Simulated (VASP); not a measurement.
# NaOs (R-3m) in VASP: further runs

Runs on NaOs. Level: PBE. Tasks: single point, relaxation of cell and atoms.

Program: VASP 6.6.1. These are calculated values, not measurements. Logs are shortened: lines on timing, memory, paths and dates and some standing lists are left out, and cuts for length are marked.

### Step 1. The cell of the first run

Symmetry: R-3m, No. 166, trigonal system. The conventional cell has a = 2.692 Å, b = 2.692 Å, c = 15.755 Å, α = 90.00°, β = 90.00°, γ = 120.00°. Within 3.5 Å of Na (site symmetry -3m) lie 6 Na at 2.69 Å and 6 Os at 3.05 Å. Os (site symmetry -3m) has 6 Os at 2.69 Å and 6 Na at 3.05 Å within 3.5 Å.

The cell was generated, and may not be a known phase.

### Step 2. Single point, PBE

Input file INCAR:

```
SYSTEM = NaOs
PREC = Accurate
ENCUT = 520
EDIFF = 1E-6
ISMEAR = 0
SIGMA = 0.1
LREAL = .FALSE.
LASPH = .TRUE.
NELM = 80
ALGO = Fast
ISIF = 2
LWAVE = .FALSE.
LCHARG = .FALSE.
GGA = PE
NBANDS = 14
```

Input file KPOINTS:

```
regular mesh
0
G
  6 6 6
  0 0 0
```

Input file POSCAR:

```
NaOs
1.0
    1.3461057684      0.7771745260      5.2516267412
   -1.3461057684      0.7771745260      5.2516267412
    0.0000000000     -1.5543490572      5.2516267404
Na Os
1 1
Direct
    0.5000000000      0.5000000000      0.5000000000
    0.0000000000      0.0000000000      0.0000000000
```

Potentials or basis: VASP PAW PBE potentials, release 64 (Na_pv, Os).

Launch:

```console
$ cat potpaw_PBE.64/Na_pv/POTCAR potpaw_PBE.64/Os/POTCAR > POTCAR
$ mpirun -np 1 vasp_std > vasp.out
```

OUTCAR:

```text
SYSTEM = NaOs
   PREC = Accurate
   ENCUT = 520
   EDIFF = 1E-6
   ISMEAR = 0
   LREAL = .FALSE.
   LASPH = .TRUE.
   NELM = 80
   ISIF = 2
   GGA = PE

 ion  position               nearest neighbor table
   1  0.500  0.500  0.500-   2 3.05   2 3.05   2 3.05   2 3.05   2 3.05   2 3.05
   2  0.000  0.000  0.000-   1 3.05   1 3.05   1 3.05   1 3.05   1 3.05   1 3.05

  LATTYP: Found a trigonal (rhomboedric) cell.
 ALAT       =     5.4768224741
 COS(alpha) =     0.8791821680

  Lattice vectors:

 A1 = (   1.3461057684,   0.7771745260,   5.2516267412)
 A2 = (  -1.3461057684,   0.7771745260,   5.2516267412)
 A3 = (   0.0000000000,  -1.5543490572,   5.2516267404)

Analysis of symmetry for initial positions (statically):
=====================================================================
 Subroutine PRICEL returns:
 Original cell was already a primitive cell.

 Routine SETGRP: Setting up the symmetry group for a
 trigonal (rhombohedral) supercell.

 Subroutine GETGRP returns: Found 12 space group operations
 (whereof 12 operations were pure point group operations)
 out of a pool of 12 trial point group operations.

The static configuration has the point symmetry D_3d.

Analysis of symmetry for dynamics (positions and initial velocities):
=====================================================================
 Subroutine PRICEL returns:
 Original cell was already a primitive cell.

 Routine SETGRP: Setting up the symmetry group for a
 trigonal (rhombohedral) supercell.

 Subroutine GETGRP returns: Found 12 space group operations
 (whereof 12 operations were pure point group operations)
 out of a pool of 12 trial point group operations.

The dynamic configuration has the point symmetry D_3d.

 Subroutine INISYM returns: Found 12 space group operations
 (whereof 12 operations are pure point group operations),
 and found     1 'primitive' translations

----------------------------------------------------------------------------------------

                                     Primitive cell

  volume of cell :      32.9642

  direct lattice vectors                    reciprocal lattice vectors
     1.346105768  0.777174526  5.251626741     0.371441837  0.214452045  0.063472396
    -1.346105768  0.777174526  5.251626741    -0.371441837  0.214452045  0.063472396
     0.000000000 -1.554349057  5.251626740     0.000000000 -0.428904090  0.063472396

  length of vectors
     5.476822474  5.476822474  5.476822474     0.433575211  0.433575211  0.433575211

  position of ions in fractional coordinates (direct lattice)
     0.500000000  0.500000000  0.500000000
     0.000000000  0.000000000  0.000000000

  ion indices of the primitive-cell ions
   primitive index   ion index
                 1           1
                 2           2

----------------------------------------------------------------------------------------

 KPOINTS: regular mesh

Automatic generation of k-mesh.
 Grid dimensions read from file:
 generate k-points for:    6    6    6

 Generating k-lattice:

  Cartesian coordinates                     Fractional coordinates (reciprocal lattice)
     0.061906973  0.035742007  0.010578733     0.166666667  0.000000000 -0.000000000
    -0.061906973  0.035742007  0.010578733     0.000000000  0.166666667 -0.000000000
     0.000000000 -0.071484015  0.010578733     0.000000000  0.000000000  0.166666667

  Length of vectors
     0.072262535  0.072262535  0.072262535

  Shift w.r.t. Gamma in fractional coordinates (k-lattice)
     0.000000000  0.000000000  0.000000000

 Subroutine IBZKPT returns following result:
 ===========================================

 Found     32 irreducible k-points:

 Following reciprocal coordinates:
            Coordinates               Weight
  0.000000  0.000000  0.000000      1.000000
  0.166667 -0.000000 -0.000000      6.000000
  0.333333  0.000000 -0.000000      6.000000
  0.500000 -0.000000 -0.000000      3.000000
  0.166667  0.166667 -0.000000      6.000000
  0.333333  0.166667 -0.000000     12.000000
[... 16 lines left out ...]
  0.500000  0.500000  0.166667      6.000000
 -0.333333  0.500000  0.166667     12.000000
 [... further k-points ...]
   k-points           NKPTS =     32   k-points in BZ     NKDIM =     32   number of bands    NBANDS=     14
   number of dos      NEDOS =    301   number of ions     NIONS =      2
   total plane-waves  NPLWV =  74088
   dimension x,y,z NGX =    42 NGY =   42 NGZ =   42
   dimension x,y,z NGXF=    84 NGYF=   84 NGZF=   84
   ions per type =               1   1
   NGX,Y,Z   is equivalent  to a cutoff of  12.75, 12.75, 12.75 a.u.
   NGXF,Y,Z  is equivalent  to a cutoff of  25.50, 25.50, 25.50 a.u.
 SYSTEM =  NaOs
   PREC   = accura    normal or accurate (medium, high low for compatibility)
   ISTART =      0    job   : 0-new  1-cont  2-samecut
   ICHARG =      2    charge: 1-file 2-atom 10-const
   ISPIN  =      1    spin polarized calculation?
[... 31 lines left out ...]
   LHFCALC =     F    Hartree Fock is set to
   AEXX    =    0.0000 exact exchange contribution
   IVDW    =     0    specifies the selected vdW correction
   LEPSILON=     F    determine dielectric tensor
   LRPA    =     F    only Hartree local field effects (RPA)
 non-spin polarized calculation
 RMM-DIIS sequential band-by-band and
 Gauss-broadening in eV      SIGMA  =   0.10
  energy-cutoff  :      520.00
  volume of cell :       32.96
 maximum number of plane-waves:       902
 NGX is ok and might be reduce to    42
   NGX = 21   NGY = 21   NGZ = 21

 number of electron      14.9999995 magnetization

 Free energy of the ion-electron system (eV)
  ---------------------------------------------------
  ext. energy  EPLUGINS =         0.00000000
  ---------------------------------------------------
  free energy    TOTEN  =       -11.27026960 eV

  energy without entropy =      -11.27026958  energy(sigma->0) =      -11.27026959

 E-fermi :   4.9127     XC(G=0): -11.0525

 val. band max:        4.5934832388   @ k =   0.0000   0.0000   0.0000
 cond. band min:       5.2793031513   @ k =  -0.1667   0.1667   0.0000
 fundamental gap:      0.6858199125
 Fermi energy:         4.9126572127

 k-point     1 :       0.0000    0.0000    0.0000
  band No.  band energies     occupation
      1     -19.5573      2.00000
      2     -19.4979      2.00000
      3     -19.4979      2.00000
      4      -2.8007      2.00000
      5       0.8070      2.00000
      6       3.3514      2.00000
      7       3.3514      2.00000
      8       4.5935      1.99999
      9       6.3296      0.00000
     10       6.3296      0.00000
     11       8.2166      0.00000
     12      19.8705      0.00000
     13      21.3268      0.00000
     14      23.4661      0.00000

 k-point     2 :       0.1667   -0.0000   -0.0000
  band No.  band energies     occupation
      1     -19.6355      2.00000
      2     -19.5324      2.00000
      3     -19.5261      2.00000
      4      -1.6620      2.00000
      5       1.4356      2.00000
      6       2.7486      2.00000
      7       3.2733      2.00000
      8       4.3320      2.00000
      9       6.0548      0.00000
     10       7.4012      0.00000
     11       8.9480      0.00000
     12      19.0247      0.00000
     13      20.5559      0.00000
     14      22.6735      0.00000

 k-point     3 :       0.3333    0.0000   -0.0000
  band No.  band energies     occupation
      1     -19.9011      2.00000
      2     -19.5822      2.00000
      3     -19.4824      2.00000
      4      -0.2173      2.00000
      5       1.7440      2.00000
      6       2.4244      2.00000
      7       4.1964      2.00000
      8       5.5458      0.00000
      9       6.7884      0.00000
     10       8.6289      0.00000
     11      10.8457      0.00000
     12      13.8205      0.00000
     13      17.7935      0.00000
     14      19.4956      0.00000
[... 324 lines left out ...]
 k-point    23 :       0.5000    0.5000    0.1667
  band No.  band energies     occupation
      1     -19.8999      2.00000
      2     -19.5821      2.00000
      3     -19.4821      2.00000
      4      -0.1634      2.00000
      5       1.4863      2.00000
      6       2.9750      2.00000
      7       4.2033      2.00000
      8       5.5438      0.00000
      9       6.5582      0.00000
     10       6.7895      0.00000
     11      13.9847      0.00000
     12      14.8332      0.00000
     13      16.7128      0.00000
     14      18.7269      0.00000

 k-point    24 :      -0.3333    0.5000    0.1667
  band No.  band energies     occupation
      1     -19.9589      2.00000
      2     -19.6818      2.00000
      3     -19.4558      2.00000
      4       0.7357      2.00000
      5       1.5129      2.00000
      6       3.7956      2.00000
      7       4.1235      2.00000
      8       4.3245      2.00000
      9       8.0404      0.00000
     10       9.7645      0.00000
     11      12.1590      0.00000
     12      14.5970      0.00000
     13      16.4435      0.00000
     14      17.2893      0.00000

 [... further k-points ...]

------------------------ aborting loop because EDIFF is reached ----------------------------------------

  FORCE on cell =-STRESS in cart. coord.  units (eV):
  Direction    XX          YY          ZZ          XY          YZ          ZX
  --------------------------------------------------------------------------------------
  -------------------------------------------------------------------------------------
  Total       -0.0571527     -0.0571527     -0.0495223      0.0000000     -0.0000000      0.0000000
  in kB       -2.7778222     -2.7778222     -2.4069568      0.0000000     -0.0000000      0.0000000
  external PRESSURE =      -2.6542004 kB  Pullay stress =       0.0000000 kB

 VOLUME and BASIS-vectors are now :
 -----------------------------------------------------------------------------
  energy-cutoff  :      520.00
  volume of cell :       32.96
      direct lattice vectors                 reciprocal lattice vectors
     1.346105768  0.777174526  5.251626741     0.371441837  0.214452045  0.063472396
    -1.346105768  0.777174526  5.251626741    -0.371441837  0.214452045  0.063472396
     0.000000000 -1.554349057  5.251626740     0.000000000 -0.428904090  0.063472396

 POSITION                                       TOTAL-FORCE (eV/Angst)
 -----------------------------------------------------------------------------------
      0.00000     -0.00000      7.87744        -0.000000     -0.000000      0.000000
      0.00000      0.00000      0.00000         0.000000      0.000000     -0.000000
 -----------------------------------------------------------------------------------
    total drift:                                0.000000     -0.000000      0.000000

  FREE ENERGIE OF THE ION-ELECTRON SYSTEM (eV)
  ---------------------------------------------------
  free  energy   TOTEN  =       -11.2702696003 eV

  energy  without entropy=      -11.2702695791  energy(sigma->0) =      -11.27026959
```

Run time: 54 s. Hardware: 1 thread of Oxide Virtual Turin-like, shared host; peak memory 0.22 GiB.

What came out:

* Free energy: -11.2703 eV
* Pressure: -0.3 GPa
* Band gap on the k mesh: zero (an odd number of electrons rules out a gap without spin polarisation)

Caveat: the k points lie up to 0.45 Å⁻¹ apart, too coarse for converged energies and pressures of a metal; spin-orbit coupling is left out, which moves the levels of the heavy elements.

### Step 3. Single point, PBE

This run uses another cell than the first one, of 25.90 Å³/atom.

Input file INCAR:

```
SYSTEM = NaOs
ALGO     = Normal         ! electronic algorithm
EDIFF    = 1E-6           ! SCF threshold, eV
ENCUT    = 520            ! plane-wave cutoff, eV
GGA      = PE             ! functional
ISIF     = 2              ! what is computed and relaxed
ISMEAR   = 0              ! smearing method
LASPH    = .True.         ! aspherical terms in the spheres
LCHARG   = .False.        ! write CHGCAR
LREAL    = .False.        ! projectors in reciprocal space
LWAVE    = .False.        ! write WAVECAR
NBANDS   = 14             ! bands
NELM     = 80             ! most SCF steps
PREC     = Accurate       ! precision mode
SIGMA    = 0.1            ! smearing width, eV
```

Input file KPOINTS:

```
k-points
0
Gamma
  6 6 6
  0 0 0
```

Input file POSCAR:

```
NaOs
1.0
    1.7062092200      0.9850803500      5.1362058700
   -1.7062092200      0.9850803500      5.1362058700
    0.0000000000     -1.9701607100      5.1362058700
Na Os
1 1
Direct
    0.5000000000      0.5000000000      0.5000000000
    0.0000000000      0.0000000000      0.0000000000
```

Potentials or basis: VASP PAW PBE potentials, release 64 (Na_pv, Os).

Launch:

```console
$ cat potpaw_PBE.64/Na_pv/POTCAR potpaw_PBE.64/Os/POTCAR > POTCAR
$ mpirun -np 1 vasp_std > vasp.out
```

Wall time 41 s (1 thread of Oxide Virtual Turin-like, shared host); peak memory 0.22 GiB.

Results (log left out):

```
Free energy            : -8.4555 eV
Pressure               : -17.3 GPa
Band gap on the k mesh : zero (an odd number of electrons rules out a gap without spin polarisation)
```

Stress tensor (GPa, compression positive):
```
-24.25   0.00   0.00
  0.00 -24.25   0.00
  0.00   0.00  -3.37
```

Levels at points of the mesh, in eV from the Fermi level:
```csv
k point,band 3,band 4,band 5,band 6,band 7,band 8,band 9,band 10,band 11,band 12
"(0.00, 0.00, 0.00)",-23.09,-4.62,-1.49,-0.56,-0.56,0.40,0.40,2.12,4.78,13.36
"(0.50, 0.00, 0.00)",-23.08,-2.20,-1.29,-0.55,0.08,1.12,1.15,2.73,4.78,6.95
"(0.50, 0.50, 0.00)",-23.08,-2.17,-1.40,-0.38,0.10,1.12,1.38,2.90,3.28,6.66
"(0.50, 0.50, 0.50)",-23.09,-4.07,-1.19,-0.65,-0.55,-0.55,0.43,0.43,9.01,12.33
```

Caveat: the k points lie up to 0.36 Å⁻¹ apart, too coarse for converged energies and pressures of a metal; spin-orbit coupling is left out, which moves the levels of the heavy elements.

### Step 4. Relaxation of cell and atoms, PBE

This run uses another cell than the first one, of 25.90 Å³/atom.

Input file INCAR:

```
SYSTEM = NaOs
PREC     = Accurate       ! precision mode
ENCUT    = 600            ! plane-wave cutoff, eV
EDIFF    = 1E-6           ! SCF threshold, eV
ISMEAR   = 0              ! smearing method
SIGMA    = 0.1            ! smearing width, eV
LREAL    = .FALSE.        ! projectors in reciprocal space
LASPH    = .TRUE.         ! aspherical terms in the spheres
NELM     = 100            ! most SCF steps
ALGO     = Normal         ! electronic algorithm
ISIF     = 3              ! what is computed and relaxed
LWAVE    = .FALSE.        ! write WAVECAR
LCHARG   = .FALSE.        ! write CHGCAR
GGA      = PE             ! functional
IBRION   = 2              ! ionic algorithm
NSW      = 90             ! ionic steps
EDIFFG   = -0.04          ! ionic threshold
```

Input file KPOINTS:

```
regular mesh
0
G
  6 6 6
  0 0 0
```

POSCAR is that of step 3.

Launch:

```console
$ cat potpaw_PBE.64/Na_pv/POTCAR potpaw_PBE.64/Os/POTCAR > POTCAR
$ mpirun -np 1 vasp_std > vasp.out
```

Wall time 4.7 min (1 thread of Oxide Virtual Turin-like, shared host); peak memory 0.33 GiB.

Results (log left out):

- Free energy: -11.2724 eV
- Relaxed volume: 16.44 Å³/atom
- Relaxed cell: a = 5.470 Å, b = 5.470 Å, c = 5.470 Å, α = 28.48°, β = 28.48°, γ = 28.48°
- Space group after relaxing (to 0.1 Å): R-3m (No. 166)
- Energy gained by relaxing: 1408.1 meV/atom
- Ionic steps: 8
- Pressure after relaxing: -0.1 GPa
- Band gap on the k mesh: zero (an odd number of electrons rules out a gap without spin polarisation)

Step by step:
```csv
step,energy change (eV),largest force (eV/Å),pressure (GPa),volume (Å³)
1,0.0000,0.0000,-17.26,51.80
2,-2.6990,0.0000,-3.94,33.20
3,-2.7524,0.0000,4.01,31.50
4,-2.7504,0.0000,2.13,31.85
5,-2.8119,0.0000,1.33,32.78
6,-2.8151,0.0000,1.30,32.62
7,-2.8144,0.0000,-1.29,33.27
8,-2.8162,0.0000,-0.09,32.89
```

Final structure:
```
Na Os
1.0
     1.34542    0.77678    5.24446
    -1.34542    0.77678    5.24446
     0.00000   -1.55356    5.24446
Na Os
1 1
Direct
  0.50000 0.50000 0.50000
  0.00000 0.00000 0.00000
```

Levels at points of the mesh, in eV from the Fermi level:
```csv
k point,band 4,band 5,band 6,band 7,band 8,band 9,band 10,band 11
"(0.00, 0.00, 0.00)",-7.73,-4.12,-1.57,-1.57,-0.32,1.42,1.42,3.32
"(0.50, 0.00, 0.00)",-5.36,-3.70,-1.14,0.39,1.43,3.60,4.85,5.66
"(0.50, 0.50, 0.00)",-5.37,-3.81,-1.04,0.39,1.60,3.58,3.60,6.82
"(0.50, 0.50, 0.50)",-7.42,-3.32,-2.90,-1.57,-1.57,1.43,1.43,6.46
```

Caveat: the k points lie up to 0.45 Å⁻¹ apart in the final cell, too coarse for converged energies and pressures of a metal; the volume moved by over 15 % at a fixed basis, so the end points are rough; spin-orbit coupling is left out, which moves the levels of the heavy elements.

### Step 5. Single point, PBE

This run uses another cell than the first one, of 16.53 Å³/atom.

Input file INCAR:

```
SYSTEM = NaOs
PREC = Accurate ; ENCUT = 520
EDIFF = 1E-6 ; ISMEAR = 0
SIGMA = 0.1 ; LREAL = .FALSE.
LASPH = .TRUE. ; NELM = 100
ALGO = Fast ; ISIF = 2
LWAVE = .FALSE. ; LCHARG = .FALSE.
GGA = PE ; NBANDS = 14
```

Input file KPOINTS:

```
Automatic mesh
0
G
  24 24 24
  0 0 0
```

Input file POSCAR:

```
NaOs
1.0
    1.3484688298      0.7785388419      5.2495685150
   -1.3484688298      0.7785388419      5.2495685150
    0.0000000000     -1.5570776837      5.2495685150
Na Os
1 1
Direct
    0.5000000000      0.5000000000      0.5000000000
    0.0000000000      0.0000000000      0.0000000000
```

Launch:

```console
$ cat potpaw_PBE.64/Na_pv/POTCAR potpaw_PBE.64/Os/POTCAR > POTCAR
$ mpirun -np 1 vasp_std > vasp.out
```

Run time: 26 min. Hardware: 1 thread of Oxide Virtual Turin-like, shared host; peak memory 0.75 GiB.

It converged, with:

| Property | Result |
| --- | --- |
| Free energy | -11.1479 eV |
| Pressure | -0.2 GPa |
| Band gap on the k mesh | zero (an odd number of electrons rules out a gap without spin polarisation) |

Levels at points of the mesh, in eV from the Fermi level:
| k point | band 5 | band 6 | band 7 | band 8 | band 9 | band 10 | band 11 | band 12 |
| --- | --- | --- | --- | --- | --- | --- | --- | --- |
| (0.00, 0.00, 0.00) | -4.26 | -1.82 | -1.82 | -0.48 | 1.24 | 1.24 | 3.16 | 14.77 |
| (0.50, 0.00, 0.00) | -3.85 | -1.28 | 0.22 | 1.19 | 3.30 | 4.67 | 5.45 | 8.16 |
| (0.50, 0.50, 0.00) | -3.97 | -1.17 | 0.21 | 1.36 | 3.30 | 3.38 | 6.61 | 7.89 |
| (0.50, 0.50, 0.50) | -3.48 | -3.03 | -1.82 | -1.82 | 1.25 | 1.25 | 6.27 | 11.28 |

Caveat: spin-orbit coupling is left out, which moves the levels of the heavy elements.

### Step 6. The runs side by side

| task | cell | k mesh | cutoff (eV) | gap on the mesh (eV) | pressure (GPa) |
| --- | --- | --- | --- | --- | --- |
| single point | a = 5.477 Å, angles 28.5°, 2 atoms | 6 × 6 × 6 | 520 | none | -0.3 |
| single point | a = 5.501 Å, angles 36.1°, 2 atoms | 6 × 6 × 6 | 520 | none | -17.3 |
| relaxation of cell and atoms | relaxed from a = 5.501 Å, angles 36.1°, 2 atoms | 6 × 6 × 6 | 600 | none | -0.1 |
| single point | a = 5.476 Å, angles 28.5°, 2 atoms | 24 × 24 × 24 | 520 | none | -0.2 |

Alike in all rows: level PBE; potentials or basis VASP PAW PBE potentials, release 64 (Na_pv, Os); no spin polarisation; smearing gaussian 0.1 eV.

Caveats: some runs use coarse meshes; spin-orbit coupling is left out, which moves the levels of the heavy elements; the volume moved by over 15 % at a fixed basis, so the end points are rough (at least some runs).

Absolute energies hang on the potentials; compare differences alone.

The gap in the log of VASP goes by the Fermi energy; the results here count the filled bands.